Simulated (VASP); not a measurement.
Set up this calculation in VASP 6.6.1, as the native input.

| Item | Value |
| --- | --- |
| Task | single point |
| Functional | PBE |
| Potentials or basis | VASP PAW PBE potentials, release 64 (Pb_d, S) |
| Cutoff | 500 eV |
| k mesh | 6 × 6 × 6 |
| Occupations | methfessel-paxton, width 0.02 eV |
| Spin | no spin polarisation |
| Dipole correction | no |
| Further INCAR settings | ALGO = Normal; EDIFF = 1e-06; NBANDS = 17 |

The structure of PbS (Galena) lies in POSCAR:

```
PbS
1.0
    0.0000000000      2.9853913009      2.9853913009
    2.9853913009      0.0000000000      2.9853913009
    2.9853913009      2.9853913009      0.0000000000
Pb S
1 1
Direct
    0.0000000000      0.0000000000      0.0000000000
    0.5000000000      0.5000000000      0.5000000000
```

One way to write it, as run:

INCAR

```
SYSTEM = PbS
PREC = Accurate ; ENCUT = 500
EDIFF = 1E-6 ; ISMEAR = 1
SIGMA = 0.02 ; LREAL = .FALSE.
LASPH = .TRUE. ; NELM = 120
ALGO = Normal ; ISIF = 2
LWAVE = .FALSE. ; LCHARG = .FALSE.
GGA = PE ; NBANDS = 17
GGA_COMPAT = .FALSE.
```

KPOINTS

```
regular mesh
0
G
  6 6 6
  0 0 0
```

Potentials or basis: VASP PAW PBE potentials, release 64 (Pb_d, S).

The run is started by

```sh
$ cat potpaw_PBE.64/Pb_d/POTCAR potpaw_PBE.64/S/POTCAR > POTCAR
$ mpirun -np 1 vasp_std > vasp.out
```

Results of the run:

| Item | Value |
| --- | --- |
| Pressure | 0.9 GPa |
| Band gap on the k mesh | 0.44 eV, direct |

Caveat: spin-orbit coupling is left out, which moves the levels of the heavy elements.

It took 12 s on 1 thread of Intel(R) Xeon(R) Platinum 8259CL CPU @ 2.50GHz (Skylake/Cascade Lake), on a shared host, peak memory 0.17 GiB.
